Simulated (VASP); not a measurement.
Crystal: SnO.

```xyz
4
Lattice="3.8137 0.0000 0.0000 0.0000 3.8137 0.0000 0.0000 0.0000 4.8869" Properties=species:S:1:pos:R:3 pbc="T T T"
Sn    1.9068    0.0000    3.7367
Sn    0.0000    1.9068    1.1503
O     0.0000    0.0000    0.0000
O     1.9068    1.9068    0.0000
```

| Property | Result |
| --- | --- |
| Program | VASP 6.6.1 |
| Task | relaxation of cell and atoms |
| Functional | PBE |
| Potentials or basis | VASP PAW PBE potentials, release 64 (Sn_d, O) |
| Cutoff | 600 eV |
| k mesh | 7 × 7 × 6 |
| Occupations | fermi-dirac, width 0.05 eV |
| Spin | no spin polarisation |

At the start: pressure 3.8 GPa; volume 17.77 Å³/atom.

**Question.** How do energy, volume and symmetry change on relaxing?

**Answer.** Over 14 steps the energy falls by 8.9 meV/atom and the volume is 18.81 Å³/atom (+5.9 %); space group P4/nmm (No. 129, to 0.1 Å) before and after.

Step by step:
```tsv
step	energy change (eV)	largest force (eV/Å)	pressure (GPa)	volume (Å³)
1	0.0000	0.4547	3.77	71.08
2	-0.0035	0.6835	-2.72	75.46
3	-0.0302	0.1560	0.19	73.28
4	-0.0302	0.1441	0.28	73.23
5	-0.0322	0.0831	0.20	73.57
6	-0.0331	0.0143	0.12	73.95
7	-0.0331	0.0082	0.11	73.98
8	-0.0337	0.0270	-0.04	74.23
9	-0.0342	0.0459	-0.16	74.48
10	-0.0345	0.0837	-0.40	74.98
11	-0.0347	0.0728	-0.35	75.02
12	-0.0353	0.0409	-0.17	75.11
13	-0.0355	0.0244	0.13	75.31
14	-0.0356	0.0055	0.03	75.25
```

Final structure:
```
Sn O
1.0
     3.86770    0.00000    0.00000
     0.00000    3.86770    0.00000
     0.00000    0.00000    5.03056
Sn O
2 2
Direct
  0.50000 0.00000 0.76898
  0.00000 0.50000 0.23102
  0.00000 0.00000 0.00000
  0.50000 0.50000 0.00000
```
